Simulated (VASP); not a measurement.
# C5N in VASP: notebook, part 2 of 2

VASP 6.6.1. Earlier steps stand in the parts before.

## 4. Single point, PBE+D3(BJ)

Input file INCAR:

```
PREC = Accurate ; ENCUT = 520
EDIFF = 1E-7 ; ISMEAR = 0
SIGMA = 0.05 ; LREAL = F
LASPH = T ; NELM = 80
ALGO = Normal ; ISIF = 2
LWAVE = F ; LCHARG = F
LDIPOL = T ; IDIPOL = 3
DIPOL = 0.5 0.5 0.323 ; GGA = PE
IVDW = 12 ; NBANDS = 37
```

Input file KPOINTS:

```
regular mesh
0
Gamma
  8 7 1
```

Input file POSCAR:

```
C5N
1.0
    3.6473242087      0.0000000000      0.0000000000
   -1.6658829526      3.9310150920      0.0000000000
    0.0000000000      0.0000000000     23.1309581756
C N
10 2
Direct
    0.5001799340      0.3333933113      0.1729284178
    0.4998200660      0.6666066887      0.1729284178
    0.5001799340      0.8333933113      0.2262110668
    0.4998200660      0.1666066887      0.2262110668
    0.5000212336      0.3353169660      0.2794744906
    0.4999787664      0.6646830340      0.2794744906
    0.5001286265      0.8366480411      0.3329734377
    0.4998713735      0.1633519589      0.3329734377
    0.4997623706      0.3544335280      0.3817809063
    0.5002376294      0.6455664720      0.3817809063
    0.9997623706      1.1044335280      0.5201236405
    0.9997623706      1.1044335280      0.5676789554
```

Potentials or basis: VASP PAW PBE potentials, release 64 (C, N).

Run with:

```sh
$ cat potpaw_PBE.64/C/POTCAR potpaw_PBE.64/N/POTCAR > POTCAR
$ mpirun -np 1 vasp_std > vasp.out
```

OUTCAR:

```text
PREC = Accurate
   ENCUT = 520
   EDIFF = 1E-7
   ISMEAR = 0
   LREAL = F
   LASPH = T
   NELM = 80
   ISIF = 2
   GGA = PE
   IVDW = 12
 IVDW          = 12

 ion  position               nearest neighbor table
   1  0.500  0.333  0.173-   2 1.42   4 1.42
   2  0.500  0.667  0.173-   1 1.42   3 1.42
   3  0.500  0.833  0.226-   4 1.42   2 1.42   6 1.43
   4  0.500  0.167  0.226-   3 1.42   1 1.42   5 1.43
   5  0.500  0.335  0.279-   6 1.41   4 1.43   8 1.44
   6  0.500  0.665  0.279-   5 1.41   3 1.43   7 1.44
   7  0.500  0.837  0.333-  10 1.39   8 1.40   6 1.44
   8  0.500  0.163  0.333-   9 1.39   7 1.40   5 1.44
   9  0.500  0.354  0.382-  10 1.24   8 1.39
  10  0.500  0.646  0.382-   9 1.24   7 1.39
  11  1.000  0.104  0.520-  12 1.10
  12  1.000  0.104  0.568-  11 1.10

  LATTYP: Found a simple monoclinic cell.
 ALAT       =     3.6473242087
 B/A-ratio  =     6.3418980195
 C/A-ratio  =     1.1705654048
 COS(beta)  =    -0.3901884683

  Lattice vectors:

[... 1168 lines left out ...]

 [... further k-points ...]

------------------------ aborting loop because EDIFF is reached ----------------------------------------

 vacuum level on the upper side and lower side of the slab       (xc-potential included)        -0.514         0.398

 Edisp (eV)   -1.27409

 E8    (eV) :    -0.3716

  FORCE on cell =-STRESS in cart. coord.  units (eV):
  Direction    XX          YY          ZZ          XY          YZ          ZX
  --------------------------------------------------------------------------------------
  -------------------------------------------------------------------------------------
  Total       0.03756    -1.51039    -0.45398     0.61398    -0.02075    -0.02143
  in kB       0.18146    -7.29671    -2.19318     2.96617    -0.10024    -0.10351
  external pressure =       -3.10 kB  Pullay stress =        0.00 kB

 VOLUME and BASIS-vectors are now :
 -----------------------------------------------------------------------------
  energy-cutoff  :      520.00
  volume of cell :      331.64
      direct lattice vectors                 reciprocal lattice vectors
     3.647324209  0.000000000  0.000000000     0.274173598  0.116189104  0.000000000
    -1.665882953  3.931015092  0.000000000     0.000000000  0.254387220  0.000000000
     0.000000000  0.000000000 23.130958176     0.000000000  0.000000000  0.043232104

 POSITION                                       TOTAL-FORCE (eV/Angst)
 -----------------------------------------------------------------------------------
      1.26892      1.31057      4.00000        -2.625167      6.140023      1.135609
      0.71252      2.62044      4.00000         2.625268     -6.139718      1.135259
      0.43598      3.27608      5.23248        -0.161914      0.380983     -1.174976
      1.54546      0.65493      5.23248         0.161683     -0.382162     -1.175034
      1.26514      1.31814      6.46451         0.005547     -0.005426      0.002245
      0.71630      2.61288      6.46451        -0.007240      0.007805      0.001254
      0.43037      3.28888      7.70199        -0.001865      0.018125      0.012594
      1.55107      0.64214      7.70199         0.006396     -0.022821      0.019551
      1.23235      1.39328      8.83096         0.034388     -0.051268      0.023991
      0.74909      2.53773      8.83096        -0.029887      0.062804      0.041959
      3.47248      0.41053     12.03096        -0.009587     -0.011613     -2.140793
      3.47248      0.41053     13.13096         0.002378      0.003268      2.118341
 -----------------------------------------------------------------------------------
    total drift:                                0.000034     -0.000016     -0.000156

  FREE ENERGIE OF THE ION-ELECTRON SYSTEM (eV)
  ---------------------------------------------------
  free  energy   TOTEN  =      -100.4272619644 eV

  energy  without entropy=     -100.4240733578  energy(sigma->0) =     -100.42566766

 vacuum level on the upper side and lower side of the slab         2.788         3.735
```

stdout:

```text
POSCAR found type information on POSCAR C N
 POSCAR found :  2 types and      12 ions
 scaLAPACK will be used
 LDA part: xc-table for (Slater+PW92), standard interpolation
 POSCAR, INCAR and KPOINTS ok, starting setup
 FFT: planning ... GRIDC
 FFT: planning ... GRID_SOFT
 FFT: planning ... GRID
 WAVECAR not read
 entering main loop
```

Wall time 5 min (1 thread of Intel Xeon 6975P-C (Granite Rapids), shared host); peak memory 0.55 GiB.

What came out:

* Free energy: -100.4273 eV
* Largest force: 6.774 eV/Å
* Band gap on the k mesh: zero (bands 25 and 26 overlap by 0.73 eV)
* Dispersion energy per atom: -0.106 eV

Forces in eV/Å, atoms in the order of the input:
```
C   -2.625  6.140  1.136
C    2.625 -6.140  1.135
C   -0.162  0.381 -1.175
C    0.162 -0.382 -1.175
C    0.006 -0.005  0.002
C   -0.007  0.008  0.001
C   -0.002  0.018  0.013
C    0.006 -0.023  0.020
C    0.034 -0.051  0.024
C   -0.030  0.063  0.042
N   -0.010 -0.012 -2.141
N    0.002  0.003  2.118
```

Levels at points of the mesh, in eV from the Fermi level:
| k point | band 21 | band 22 | band 23 | band 24 | band 25 | band 26 | band 27 | band 28 | band 29 | band 30 |
| --- | --- | --- | --- | --- | --- | --- | --- | --- | --- | --- |
| (0.00, 0.00, 0.00) | -2.03 | -1.46 | -1.38 | -1.33 | 0.62 | 0.68 | 1.27 | 1.75 | 2.24 | 3.46 |
| (0.50, 0.00, 0.00) | -2.73 | -1.76 | -1.07 | -0.76 | 0.08 | 1.12 | 1.29 | 1.93 | 2.09 | 2.84 |

Caveat: the standard files for N, O and F lose accuracy on very short bonds.

## 5. Single point, PBE+D3(BJ)

Input file INCAR:

```
ALGO     = Normal         # electronic algorithm
DIPOL    = 0.5 0.5 0.323
EDIFF    = 1E-6           # SCF threshold, eV
ENCUT    = 520            # plane-wave cutoff, eV
GGA      = PE             # functional
IDIPOL   = 3            
ISIF     = 2              # what is computed and relaxed
ISMEAR   = 0              # smearing method
IVDW     = 12             # dispersion correction
LASPH    = True           # aspherical terms in the spheres
LCHARG   = True           # write CHGCAR
LDIPOL   = True         
LELF     = True           # ELF
LREAL    = False          # projectors in reciprocal space
LVACPOTAV= True         
LVHAR    = True         
LWAVE    = False          # write WAVECAR
NBANDS   = 37             # bands
NELM     = 60             # most SCF steps
PREC     = Accurate       # precision mode
SIGMA    = 0.05           # smearing width, eV
```

Input file KPOINTS:

```
k-points
0
Gamma
  8 7 1
```

Changes to POSCAR since step 4:

```diff
@@ -18,3 +18,3 @@
     0.5002376294      0.6455664720      0.3817809063
-    0.9997623706      1.1044335280      0.5201236405
-    0.9997623706      1.1044335280      0.5676789554
+    1.2497623706      0.8544335280      0.5201236405
+    1.2497623706      0.8544335280      0.5676789554
```

Run with:

```sh
$ cat potpaw_PBE.64/C/POTCAR potpaw_PBE.64/N/POTCAR > POTCAR
$ mpirun -np 1 vasp_std > vasp.out
```

Wall time 4.3 min (1 thread of Intel Xeon 6975P-C (Granite Rapids), shared host); peak memory 0.56 GiB.

Results (log left out):

```
Free energy                : -100.4270 eV
Largest force              : 6.776 eV/Å
Band gap on the k mesh     : zero (bands 25 and 26 overlap by 0.73 eV)
Dispersion energy per atom : -0.106 eV
```

Forces on the atoms (eV/Å):
```
C   -2.626  6.142  1.136
C    2.626 -6.142  1.136
C   -0.162  0.384 -1.175
C    0.160 -0.382 -1.175
C    0.007 -0.009  0.001
C   -0.007  0.004  0.003
C   -0.013  0.028  0.023
C    0.010 -0.017  0.011
C    0.023 -0.052  0.049
C   -0.011  0.040  0.012
N   -0.012  0.008 -2.139
N    0.004 -0.002  2.119
```

Levels at points of the mesh, in eV from the Fermi level:
```csv
k point,band 23,band 24,band 25,band 26,band 27,band 28
"(0.00, 0.00, 0.00)",-1.38,-1.33,0.62,0.68,1.26,1.74
"(0.50, 0.00, 0.00)",-1.07,-0.76,0.08,1.12,1.29,1.93
```

Caveat: the standard files for N, O and F lose accuracy on very short bonds.

## 6. Single point, PBE+D3(BJ)

Input file INCAR:

```
SYSTEM = C5N
ALGO = Normal
DIPOL = 0.5 0.5 0.323
EDIFF = 1E-6
ENCUT = 520
GGA = PE
IDIPOL = 3
ISIF = 2
ISMEAR = 0
IVDW = 12
LASPH = .True.
LCHARG = .True.
LDIPOL = .True.
LELF = .True.
LREAL = .False.
LVACPOTAV = .True.
LVHAR = .True.
LWAVE = .False.
NBANDS = 37
NELM = 100
PREC = Accurate
SIGMA = 0.05
```

Input file KPOINTS:

```
k-points
0
Gamma
  8 7 1
  0 0 0
```

Changes to POSCAR since step 5:

```diff
@@ -18,3 +18,3 @@
     0.5002376294      0.6455664720      0.3817809063
-    1.2497623706      0.8544335280      0.5201236405
-    1.2497623706      0.8544335280      0.5676789554
+    0.7497623706      1.1044335280      0.5201236405
+    0.7497623706      1.1044335280      0.5676789554
```

Potentials or basis: VASP PAW PBE potentials, release 64 (C, N).

Run with:

```sh
$ cat potpaw_PBE.64/C/POTCAR potpaw_PBE.64/N/POTCAR > POTCAR
$ mpirun -np 1 vasp_std > vasp.out
```

Run time: 7.8 min. Hardware: 1 thread of AMD EPYC 7R13 (Zen 3), shared host; peak memory 0.52 GiB.

Results (log left out):

```
Free energy                : -100.4280 eV
Largest force              : 6.776 eV/Å
Band gap on the k mesh     : zero (bands 25 and 26 overlap by 0.73 eV)
Dispersion energy per atom : -0.106 eV
```

Forces on the atoms (eV/Å):
```
C   -2.626  6.142  1.136
C    2.626 -6.142  1.135
C   -0.161  0.383 -1.175
C    0.162 -0.383 -1.175
C    0.007 -0.006  0.003
C   -0.007  0.008  0.002
C   -0.010  0.022  0.014
C    0.011 -0.026  0.020
C    0.015 -0.042  0.023
C   -0.023  0.046  0.039
N    0.009 -0.002 -2.141
N   -0.003  0.001  2.118
```

Levels at points of the mesh, in eV from the Fermi level:
```tsv
k point	band 23	band 24	band 25	band 26	band 27	band 28
(0.00, 0.00, 0.00)	-1.38	-1.33	0.62	0.68	1.26	1.74
(0.50, 0.00, 0.00)	-1.07	-0.76	0.08	1.12	1.29	1.93
```

Caveat: the standard files for N, O and F lose accuracy on very short bonds.

## 7. Summary

| cell | gap on the mesh (eV) | largest force (eV/Å) |
| --- | --- | --- |
| as given, atomic positions A | none | 6.78 |
| as given, atomic positions B | none | 6.78 |
| as given, atomic positions C | none | 6.77 |
| as given, atomic positions D | none | 6.78 |
| as given, atomic positions E | none | 6.78 |

Alike in all rows: task single point; level PBE+D3(BJ); potentials or basis VASP PAW PBE potentials, release 64 (C, N); no spin polarisation; k mesh 8 × 7 × 1; cutoff (eV) 520; smearing gaussian 0.05 eV.

Caveats: the standard files for N, O and F lose accuracy on very short bonds.

Total energies depend on the potentials used, so only differences within one code and one set of settings carry meaning.
